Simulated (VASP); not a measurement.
A run of VASP 6.6.1 is set up as follows.

Contents of INCAR:

```
SYSTEM = CeHf2O6
  PREC = Accurate
  ENCUT = 520
  EDIFF = 1E-7
  ISMEAR = 0
  SIGMA = 0.02
  LREAL = .FALSE.
  LASPH = .TRUE.
  NELM = 80
  ALGO = Normal
  ISIF = 2
  LWAVE = .FALSE.
  LCHARG = .FALSE.
  GGA = PE
  NBANDS = 44
```

File KPOINTS:

```
Automatic mesh
0
G
  12 12 4
  0 0 0
```

File POSCAR:

```
CeHf2O6
1.0
    3.7098563284      0.0000000000      0.0000000000
   -1.8549281642      3.2128298248      0.0000000000
    0.0000000000      0.0000000000      8.9652702462
Ce Hf O
1 2 6
Direct
    0.0000000000      0.0000000000      0.0000000000
    0.3333333333      0.6666666667      0.6574659716
    0.6666666667      0.3333333333      0.3425340284
    0.6666666667      0.3333333333      0.5807268669
    0.0000000000      0.0000000000      0.2679722595
    0.3333333333      0.6666666667      0.9040027364
    0.3333333333      0.6666666667      0.4192731331
    0.6666666667      0.3333333333      0.0959972636
    0.0000000000      0.0000000000      0.7320277405
```

Potentials or basis: VASP PAW PBE potentials, release 64 (Ce, Hf_pv, O).

Run with:

```sh
$ cat potpaw_PBE.64/Ce/POTCAR potpaw_PBE.64/Hf_pv/POTCAR potpaw_PBE.64/O/POTCAR > POTCAR
$ mpirun -np 1 vasp_std > vasp.out
```

Predict the largest force.

0.128 eV/Å.

Predict the band gap on the k mesh.

1.59 eV.

Predict the pressure.

-2.2 GPa.

Forces on the atoms (eV/Å):
```
Ce   0.000  0.000  0.000
Hf   0.000  0.000 -0.039
Hf   0.000  0.000  0.039
O    0.000  0.000 -0.039
O    0.000  0.000  0.091
O    0.000  0.000 -0.128
O    0.000  0.000  0.039
O    0.000  0.000  0.128
O    0.000  0.000 -0.091
```

Caveat: spin-orbit coupling is left out, which moves the levels of the heavy elements; semilocal functionals describe open f shells poorly, which spoils levels, moments and volumes. Spin polarisation is off, so any magnetic state and its effect on volume and gap are missing.
